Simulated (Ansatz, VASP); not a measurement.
## One calculation of GeCN2, two programs

```
Ge N C
1.0
     1.82897    1.05596    5.01849
    -1.82897    1.05596    5.01849
     0.00000   -2.11191    5.01849
Ge N C
1 2 1
Cartesian
  0.0000 0.0000 0.0000
  0.0000 0.0000 8.7910
  0.0000 0.0000 6.2645
  0.0000 0.0000 7.5277
```

Alike in both runs: task single point; functional r2SCAN; k mesh 9 × 9 × 9; occupations fermi-dirac, width 0.05 eV; no spin polarisation.

|  | VASP | Ansatz |
| --- | --- | --- |
| version | VASP 6.6.1 | Ansatz 0.2.0 |
| potentials or method | VASP PAW PBE potentials, release 64 (Ge_d, N, C) | Ansatz PAW |
| plane-wave cutoff (eV) | 520 | 500 |
| valence electrons in the cell | 28 | 28 |

```tsv
	VASP	Ansatz	Ansatz less VASP
gap on the k mesh at the Fermi level (eV)	1.34	1.33	-0.010
least direct gap on the mesh (eV)	2.32	2.32	+0.001
pressure (GPa)	-9.7	-9.9	-0.19
traceless stress, the component that is largest in VASP (GPa)	-9.91	-10.78	-0.873
rms of the force components (eV/Å)	0.754	0.825	+0.0710
```

VASP's potentials were made for PBE, not for r2SCAN. Atom by atom the forces differ by 0.071 eV/Å (rms over components).

Noted on Ansatz's run: odd divisions of the mesh miss points on the zone boundary, where band edges often lie, so the gap on the mesh can be too wide.
